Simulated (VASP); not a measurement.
# BAs (F-43m) in VASP: notebook

Aim: see how the results for BAs move with the level of theory and the settings. Levels: PBEsol, LDA, PBE. Tasks: single point.

Program: VASP 6.6.1. These are calculated values, not measurements. Logs are shortened: lines on timing, memory, paths and dates and some standing lists are left out, and cuts for length are marked.

## Step 1: The cell of the first run

Symmetry: F-43m, No. 216, cubic system. The conventional cell has a = 4.768 Å, b = 4.768 Å, c = 4.768 Å, α = 90.00°, β = 90.00°, γ = 90.00°. B (site symmetry -43m) has 4 As at 2.06 Å within 2.7 Å. Within 2.7 Å of As (site symmetry -43m) lie 4 B at 2.06 Å.

## Step 2: Single point, PBEsol

The input, INCAR:

```
PREC = Accurate ; ENCUT = 520
EDIFF = 1E-7 ; ISMEAR = -1
SIGMA = 0.02 ; LREAL = F
LASPH = T ; NELM = 80
ALGO = Normal ; ISIF = 2
LWAVE = F ; LCHARG = F
GGA = PS ; NBANDS = 11
```

The input, KPOINTS:

```
regular mesh
0
Gamma
  10 10 10
```

The input, POSCAR:

```
BAs
1.0
    0.0000000000      2.3838665780      2.3838665780
    2.3838665780      0.0000000000      2.3838665780
    2.3838665780      2.3838665780      0.0000000000
B As
1 1
Direct
    0.0000000000      0.0000000000      0.0000000000
    0.2500000000      0.2500000000      0.2500000000
```

Potentials or basis: VASP PAW PBE potentials, release 64 (B, As).

Command:

```bash
cat potpaw_PBE.64/B/POTCAR potpaw_PBE.64/As/POTCAR > POTCAR
mpirun -np 1 vasp_std > vasp.out
```

OUTCAR:

```text
PREC = Accurate
   ENCUT = 520
   EDIFF = 1E-7
   ISMEAR = -1
   LREAL = F
   LASPH = T
   NELM = 80
   ISIF = 2
   GGA = PS

 ion  position               nearest neighbor table
   1  0.000  0.000  0.000-   2 2.06   2 2.06   2 2.06   2 2.06
   2  0.250  0.250  0.250-   1 2.06   1 2.06   1 2.06   1 2.06

  LATTYP: Found a face centered cubic cell.
 ALAT       =     4.7677331560

  Lattice vectors:

 A1 = (   0.0000000000,   2.3838665780,   2.3838665780)
 A2 = (   2.3838665780,   0.0000000000,   2.3838665780)
 A3 = (   2.3838665780,   2.3838665780,   0.0000000000)

Analysis of symmetry for initial positions (statically):
=====================================================================
 Subroutine PRICEL returns:
 Original cell was already a primitive cell.

 Routine SETGRP: Setting up the symmetry group for a
 face centered cubic supercell.

 Subroutine GETGRP returns: Found 24 space group operations
 (whereof 24 operations were pure point group operations)
 out of a pool of 48 trial point group operations.

The static configuration has the point symmetry T_d .

Analysis of symmetry for dynamics (positions and initial velocities):
=====================================================================
 Subroutine PRICEL returns:
 Original cell was already a primitive cell.

 Routine SETGRP: Setting up the symmetry group for a
 face centered cubic supercell.

 Subroutine GETGRP returns: Found 24 space group operations
 (whereof 24 operations were pure point group operations)
 out of a pool of 48 trial point group operations.

The dynamic configuration has the point symmetry T_d .

 Subroutine INISYM returns: Found 24 space group operations
 (whereof 24 operations are pure point group operations),
 and found     1 'primitive' translations

----------------------------------------------------------------------------------------

                                     Primitive cell

  volume of cell :      27.0942

  direct lattice vectors                    reciprocal lattice vectors
     0.000000000  2.383866578  2.383866578    -0.209743282  0.209743282  0.209743282
     2.383866578  0.000000000  2.383866578     0.209743282 -0.209743282  0.209743282
     2.383866578  2.383866578  0.000000000     0.209743282  0.209743282 -0.209743282

  length of vectors
     3.371296445  3.371296445  3.371296445     0.363286021  0.363286021  0.363286021

  position of ions in fractional coordinates (direct lattice)
     0.000000000  0.000000000  0.000000000
[... 80 lines left out ...]
   EDIFFG = 0.1E-05   stopping-criterion for IOM
   NSW    =      0    number of steps for IOM
   IBRION =     -1    ionic relax: 0-MD 1-quasi-New 2-CG
   NFREE  =      0    steps in history (QN), initial steepest desc. (CG)
   ISIF   =      2    stress and relaxation
   ISYM   =      2    0-nonsym 1-usesym 2-fastsym
   POTIM  = 0.5000    time-step for ionic-motion
   TEBEG  =    0.0;   TEEND  =   0.0 temperature during run
   PSTRESS=    0.0 pullay stress
   NELECT =       8.0000    total number of electrons
   NUPDOWN=      -1.0000    fix difference up-down
   EMIN   =  10.00;   EMAX   =-10.00  energy-range for DOS
   EFERMI =   0.00;   METHOD = LEGACY
   ISMEAR =    -1;   SIGMA  =   0.02  broadening in eV -4-tet -1-fermi 0-gaus
   EFERMI_NEDOS =   21; number of points for ismear=-14 and -15
   IALGO  =     38    algorithm
   IMIX   =      4    mixing-type and parameters
     AMIX     =   0.40;   BMIX     =  1.00
     AMIX_MAG =   1.60;   BMIX_MAG =  1.00
  volume/ion in A,a.u.               =      13.55        91.42
  Fermi-wavevector in a.u.,A,eV,Ry     =   1.090133  2.060053 16.169032  1.188390
  Thomas-Fermi vector in A             =   2.226351
   LORBIT       =      0    0 simple, 1 ext, 2 COOP (PROOUT), +10 PAW based schemes
   GGA     = PS    functional components
   LHFCALC =     F    Hartree Fock is set to
   AEXX    =    0.0000 exact exchange contribution
   IVDW    =     0    specifies the selected vdW correction
   LEPSILON=     F    determine dielectric tensor
   LRPA    =     F    only Hartree local field effects (RPA)
 non-spin polarized calculation
  energy-cutoff  :      520.00
  volume of cell :       27.09
 maximum number of plane-waves:       745
 NGX is ok and might be reduce to    28
   NGX = 13   NGY = 13   NGZ = 13

 number of electron       8.0000000 magnetization

 Free energy of the ion-electron system (eV)
  ---------------------------------------------------
  ext. energy  EPLUGINS =         0.00000000
  ---------------------------------------------------
  free energy    TOTEN  =       -12.20337059 eV

  energy without entropy =      -12.20337059  energy(sigma->0) =      -12.20337059

 E-fermi :   6.5248     XC(G=0): -10.7558

 val. band max:        6.1083077609   @ k =   0.0000   0.0000   0.0000
 cond. band min:       7.1785036304   @ k =   0.4000   0.4000   0.0000
 fundamental gap:      1.0701958695
 Fermi energy:         6.5248362741

 k-point     1 :       0.0000    0.0000    0.0000
  band No.  band energies     occupation
      1      -9.3821      2.00000
      2       6.1083      2.00000
      3       6.1083      2.00000
      4       6.1083      2.00000
      5       9.3555      0.00000
      6       9.3555      0.00000
      7       9.3555      0.00000
      8      10.8641      0.00000
      9      15.4836      0.00000
     10      19.0630      0.00000
     11      19.0630      0.00000
[... 309 lines left out ...]
 k-point    24 :       0.4000    0.3000    0.0000
  band No.  band energies     occupation
      1      -6.7162      2.00000
      2      -0.3682      2.00000
      3       2.0743      2.00000
      4       2.5778      2.00000
      5       7.7118      0.00000
      6       9.4020      0.00000
      7      14.9521      0.00000
      8      15.1876      0.00000
      9      18.1476      0.00000
     10      21.8670      0.00000
     11      21.9893      0.00000

 [... further k-points ...]
[... 5 lines left out ...]
  --------------------------------------------------------------------------------------
  -------------------------------------------------------------------------------------
  Total        0.1506880      0.1506880      0.1506880      0.0000000      0.0000000     -0.0000000
  in kB        8.9107356      8.9107356      8.9107356      0.0000000      0.0000000     -0.0000000
  external PRESSURE =       8.9107356 kB  Pullay stress =       0.0000000 kB

 VOLUME and BASIS-vectors are now :
 -----------------------------------------------------------------------------
  energy-cutoff  :      520.00
  volume of cell :       27.09
      direct lattice vectors                 reciprocal lattice vectors
     0.000000000  2.383866578  2.383866578    -0.209743282  0.209743282  0.209743282
     2.383866578  0.000000000  2.383866578     0.209743282 -0.209743282  0.209743282
     2.383866578  2.383866578  0.000000000     0.209743282  0.209743282 -0.209743282

 POSITION                                       TOTAL-FORCE (eV/Angst)
 -----------------------------------------------------------------------------------
      0.00000      0.00000      0.00000        -0.000000     -0.000000     -0.000000
      1.19193      1.19193      1.19193         0.000000      0.000000      0.000000
 -----------------------------------------------------------------------------------
    total drift:                               -0.000000     -0.000000     -0.000000

  FREE ENERGIE OF THE ION-ELECTRON SYSTEM (eV)
  ---------------------------------------------------
  free  energy   TOTEN  =       -12.2033705935 eV

  energy  without entropy=      -12.2033705935  energy(sigma->0) =      -12.20337059
```

OSZICAR:

```text
N       E                     dE             d eps       ncg     rms          rms(c)
DAV:   1     0.108704202706E+02    0.10870E+02   -0.37140E+03  1034   0.634E+02
DAV:   2    -0.121357869815E+02   -0.23006E+02   -0.21774E+02  1416   0.103E+02
DAV:   3    -0.128203399128E+02   -0.68455E+00   -0.68267E+00  1310   0.166E+01
DAV:   4    -0.128221442994E+02   -0.18044E-02   -0.18043E-02  1128   0.924E-01
DAV:   5    -0.128221469571E+02   -0.26577E-05   -0.26582E-05  1232   0.382E-02    0.487E+00
DAV:   6    -0.122824437582E+02    0.53970E+00   -0.13639E+00  1103   0.469E+00    0.241E+00
DAV:   7    -0.122124115044E+02    0.70032E-01   -0.18862E-01  1205   0.209E+00    0.932E-01
DAV:   8    -0.122031835225E+02    0.92280E-02   -0.18577E-02  1172   0.746E-01    0.923E-02
DAV:   9    -0.122033152326E+02   -0.13171E-03   -0.68548E-04  1151   0.156E-01    0.519E-02
DAV:  10    -0.122033679927E+02   -0.52760E-04   -0.84798E-05  1111   0.541E-02    0.946E-03
DAV:  11    -0.122033706654E+02   -0.26727E-05   -0.18619E-06  1281   0.986E-03    0.912E-03
DAV:  12    -0.122033705619E+02    0.10357E-06   -0.10105E-06  1133   0.498E-03    0.301E-03
DAV:  13    -0.122033705935E+02   -0.31616E-07   -0.36440E-08   637   0.129E-03
   1 F= -.12203371E+02 E0= -.12203371E+02  d E =-.236250E-11
```

Run time: 20 s. Hardware: 1 thread of AMD EPYC 7R13, shared host; peak memory 0.13 GiB.

Results:

```
Free energy            : -12.2034 eV
Pressure               : 0.9 GPa
Band gap on the k mesh : 1.07 eV, indirect (least direct gap 3.25 eV)
```

Caveat: the PAW data sets were made with another functional, which shifts forces and pressure a little. A k mesh can miss the band edges.

## Step 3: Single point, LDA

This run uses another cell than the first one, of 13.24 Å³/atom, 0.977 times its volume.

The input, INCAR:

```
PREC     = Accurate       # precision mode
ENCUT    = 520            # plane-wave cutoff, eV
EDIFF    = 1E-6           # SCF threshold, eV
ISMEAR   = -1             # smearing method
SIGMA    = 0.02           # smearing width, eV
LREAL    = False          # projectors in reciprocal space
LASPH    = True           # aspherical terms in the spheres
NELM     = 100            # most SCF steps
ALGO     = Normal         # electronic algorithm
ISIF     = 2              # what is computed and relaxed
LWAVE    = False          # write WAVECAR
LCHARG   = False          # write CHGCAR
NBANDS   = 11             # bands
```

The input, KPOINTS:

```
Automatic mesh
0
Gamma
  10 10 10
```

The input, POSCAR:

```
BAs
1.0
    0.0000000000      2.3657126525      2.3657126525
    2.3657126525      0.0000000000      2.3657126525
    2.3657126525      2.3657126525      0.0000000000
B As
1 1
Direct
    0.0000000000      0.0000000000      0.0000000000
    0.2500000000      0.2500000000      0.2500000000
```

Potentials or basis: VASP PAW LDA potentials, release 64 (B, As).

Command:

```bash
cat potpaw_LDA.64/B/POTCAR potpaw_LDA.64/As/POTCAR > POTCAR
mpirun -np 1 vasp_std > vasp.out
```

Run time: 19 s. Hardware: 1 thread of AMD EPYC 7R13, shared host; peak memory 0.12 GiB.

Results (log left out):

* Free energy: -12.9259 eV
* Pressure: 1.0 GPa
* Band gap on the k mesh: 1.10 eV, indirect (least direct gap 3.29 eV)

Levels at points of the mesh, in eV from the valence-band top:
```tsv
k point	band 1	band 2	band 3	band 4	band 5	band 6	band 7	band 8
(0.00, 0.00, 0.00)	-15.64	0.00	0.00	0.00	3.29	3.29	3.29	5.06
(0.50, 0.00, 0.00)	-12.68	-8.97	-1.87	-1.87	2.86	4.78	4.78	8.75
(0.50, 0.50, 0.00)	-11.35	-8.59	-4.20	-4.20	1.32	1.38	11.51	11.51
```

A k mesh can miss the band edges. As with any semilocal functional, this LDA gap is likely too small.

## Step 4: Single point, PBE

This run uses another cell than the first one, of 13.90 Å³/atom, 1.026 times its volume.

The input, INCAR:

```
ALGO = Normal
EDIFF = 1E-6
ENCUT = 520
GGA = PE
ISIF = 2
ISMEAR = -1
LASPH = T
LCHARG = F
LREAL = F
LWAVE = F
NBANDS = 11
NELM = 60
PREC = Accurate
SIGMA = 0.02
```

The input, KPOINTS:

```
k-points
0
Gamma
  10 10 10
```

The input, POSCAR:

```
BAs
1.0
    0.0000000000      2.4044248234      2.4044248234
    2.4044248234      0.0000000000      2.4044248234
    2.4044248234      2.4044248234      0.0000000000
B As
1 1
Direct
    0.0000000000      0.0000000000      0.0000000000
    0.2500000000      0.2500000000      0.2500000000
```

Potentials or basis: VASP PAW PBE potentials, release 64 (B, As).

Command:

```bash
cat potpaw_PBE.64/B/POTCAR potpaw_PBE.64/As/POTCAR > POTCAR
mpirun -np 1 vasp_std > vasp.out
```

Run time: 21 s. Hardware: 1 thread of AMD EPYC 7R13, shared host; peak memory 0.13 GiB.

The run converged. Its results:

```yaml
Free_energy: -11.4134 eV
Pressure: 0.6 GPa
Band_gap_on_the_k_mesh: 1.20 eV, indirect (least direct gap 3.25 eV)
```

Levels at points of the mesh, in eV from the valence-band top:
| k point | band 1 | band 2 | band 3 | band 4 | band 5 | band 6 | band 7 | band 8 | band 9 |
| --- | --- | --- | --- | --- | --- | --- | --- | --- | --- |
| (0.00, 0.00, 0.00) | -15.22 | 0.00 | 0.00 | 0.00 | 3.25 | 3.25 | 3.25 | 4.43 | 9.49 |
| (0.50, 0.00, 0.00) | -12.42 | -8.64 | -1.79 | -1.79 | 2.58 | 4.76 | 4.76 | 8.82 | 12.57 |
| (0.50, 0.50, 0.00) | -11.14 | -8.42 | -4.00 | -4.00 | 1.45 | 1.46 | 11.18 | 11.18 | 12.69 |

A k mesh can miss the band edges. A hybrid or GW would open this gap; PBE tends to underestimate it.

## Step 5: Overview

```tsv
level	potentials or basis	cell	gap on the mesh (eV)	pressure (GPa)
PBEsol	VASP PAW PBE potentials, release 64 (B, As)	a = 3.371 Å, angles 60.0°, 2 atoms	1.07	0.9
LDA	VASP PAW LDA potentials, release 64 (B, As)	a = 3.346 Å, angles 60.0°, 2 atoms	1.10	1.0
PBE	VASP PAW PBE potentials, release 64 (B, As)	a = 3.400 Å, angles 60.0°, 2 atoms	1.20	0.6
```

Alike in all rows: task single point; no spin polarisation; k mesh 10 × 10 × 10; cutoff (eV) 520; smearing fermi-dirac 0.02 eV.

Caveats: the PAW data sets were made with another functional, which shifts forces and pressure a little (some runs).

Absolute energies hang on the potentials; compare differences alone.
